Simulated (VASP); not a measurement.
Input of a VASP 6.6.1 run:

The input INCAR:

```
ALGO = Normal
EDIFF = 1E-6
ENCUT = 500
GGA_COMPAT = F
ISIF = 2
ISMEAR = 0
LASPH = T
LCHARG = F
LREAL = F
LWAVE = F
NBANDS = 13
NELM = 120
PREC = Accurate
SIGMA = 0.1
```

Contents of KPOINTS:

```
k-points
0
Gamma
  8 8 8
```

The input POSCAR:

```
Mo
1.0
   -1.5561832938      1.5561832938      1.5561832938
    1.5561832938     -1.5561832938      1.5561832938
    1.5561832938      1.5561832938     -1.5561832938
Mo
1
Direct
    0.0000000000      0.0000000000      0.0000000000
```

Potentials or basis: VASP PAW LDA potentials, release 64 (Mo_sv).

Run with:

```sh
$ cat potpaw_LDA.64/Mo_sv/POTCAR > POTCAR
$ mpirun -np 1 vasp_std > vasp.out
```

Predict the pressure.

1.3 GPa.

Predict the band gap on the k mesh.

zero (bands 7 and 8 overlap by 5.67 eV).
